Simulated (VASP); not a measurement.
Mg:

```
CELL_PARAMETERS angstrom
4.49486 0.00000 0.00000
-2.24743 3.89266 0.00000
0.00000 0.00000 2.72459
ATOMIC_POSITIONS crystal
Mg 0.33333 0.66667 0.00000
Mg 0.66667 0.33333 0.00000
```

```yaml
Program: VASP 6.6.1
Task: relaxation of cell and atoms
Functional: PBE
Potentials_or_basis: VASP PAW PBE potentials, release 64 (Mg)
Cutoff: 600 eV
k_mesh: 6 × 6 × 6
Occupations: gaussian, width 0.1 eV
Spin: no spin polarisation
```

At the start: pressure 11.7 GPa; volume 23.84 Å³/atom.

Question: How do energy, volume and symmetry change on relaxing?

Answer: Over 8 steps the energy falls by 299.7 meV/atom and the volume is 34.39 Å³/atom (+44.3 %); space group P6/mmm (No. 191, to 0.05 Å).

The path:
```csv
step,energy change (eV),largest force (eV/Å),pressure (GPa),volume (Å³)
1,0.0000,0.0000,11.72,47.67
2,-0.5372,0.0000,2.49,60.72
3,-0.5915,0.0000,0.59,66.26
4,-0.5969,0.0000,0.04,68.53
5,-0.5970,0.0000,-0.06,69.01
6,-0.5985,0.0000,-0.06,68.89
7,-0.5974,0.0000,0.12,68.53
8,-0.5994,0.0000,-0.04,68.78
```

Final structure:
```xyz
2
Lattice="5.1860 0.0000 0.0000 -2.5930 4.4912 0.0000 0.0000 0.0000 2.9529" Properties=species:S:1:pos:R:3 pbc="T T T"
Mg    0.0000    2.9941    0.0000
Mg    2.5930    1.4971    0.0000
```

Caveat: the k points lie up to 0.35 Å⁻¹ apart in the final cell; the volume moved by over 15 % at a fixed basis, so the end points are rough.
